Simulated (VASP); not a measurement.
A run of VASP 6.6.1 is set up as follows.

The input INCAR:

```
SYSTEM = CsBr
PREC = Accurate
ENCUT = 500
EDIFF = 1E-6
ISMEAR = 0
SIGMA = 0.01
LREAL = .FALSE.
LASPH = .TRUE.
NELM = 120
ALGO = Normal
ISIF = 2
LWAVE = .FALSE.
LCHARG = .FALSE.
GGA = CA
NBANDS = 15
GGA_COMPAT = .FALSE.
```

File KPOINTS:

```
Automatic mesh
0
G
  6 6 6
  0 0 0
```

Contents of POSCAR:

```
CsBr
1.0
    4.3195965033      0.0000000000      0.0000000000
    0.0000000000      4.3195965033      0.0000000000
    0.0000000000      0.0000000000      4.3195965033
Cs Br
1 1
Direct
    0.0000000000      0.0000000000      0.0000000000
    0.5000000000      0.5000000000      0.5000000000
```

Potentials or basis: VASP PAW LDA potentials, release 64 (Cs_sv, Br).

Launch:

```console
$ cat potpaw_LDA.64/Cs_sv/POTCAR potpaw_LDA.64/Br/POTCAR > POTCAR
$ mpirun -np 1 vasp_std > vasp.out
```

Q: Estimate the band gap on the k mesh.

A: 4.05 eV (least direct gap 4.06 eV).

Q: Estimate the pressure.

A: -1.9 GPa.

Caveat: spin-orbit coupling is left out, which moves the levels of the heavy elements. As with any semilocal functional, this LDA gap is likely too small.
